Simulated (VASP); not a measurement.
A run of VASP 6.6.1 is set up as follows.

File POSCAR:

```
BP
1.0
    0.0000000000      2.3481603960      2.3481603960
    2.3481603960      0.0000000000      2.3481603960
    2.3481603960      2.3481603960      0.0000000000
B P
1 1
Direct
    0.0000000000      0.0000000000      0.0000000000
    0.2500000000      0.2500000000      0.2500000000
```

INCAR.step1

```
PREC = Accurate
ENCUT = 520
ISMEAR = 0
SIGMA = 0.01
LREAL = F
LASPH = T
NELM = 100
NBANDS = 11
GGA = PE
ALGO = Normal
EDIFF = 1E-4
LWAVE = T
LCHARG = F
```

Contents of INCAR.step2:

```
PREC = Accurate
ENCUT = 520
EDIFF = 1E-7
ISMEAR = 0
SIGMA = 0.01
LREAL = F
LASPH = T
NELM = 100
ALGO = Normal
ISIF = 2
LWAVE = F
LCHARG = F
METAGGA = R2SCAN
LMIXTAU = T
NBANDS = 11
ISTART = 1
```

File KPOINTS:

```
regular mesh
0
Gamma
  10 10 10
```

Potentials or basis: VASP PAW PBE potentials, release 64 (B, P).

The run is started by

```console
$ cat potpaw_PBE.64/B/POTCAR potpaw_PBE.64/P/POTCAR > POTCAR
$ cp INCAR.step1 INCAR
$ mpirun -np 1 vasp_std > vasp.out
$ cp INCAR.step2 INCAR
$ mpirun -np 1 vasp_std > vasp.out
```

Question: Predict the pressure.

Answer: -14.9 GPa.

Question: Estimate the band gap on the k mesh.

Answer: 1.58 eV (least direct gap 3.51 eV).

Caveat: the cell differs from its parent crystal (strain +3.5%); the cell stands under tension; the PAW data sets were made with another functional, which shifts forces and pressure a little. A k mesh can miss the band edges.
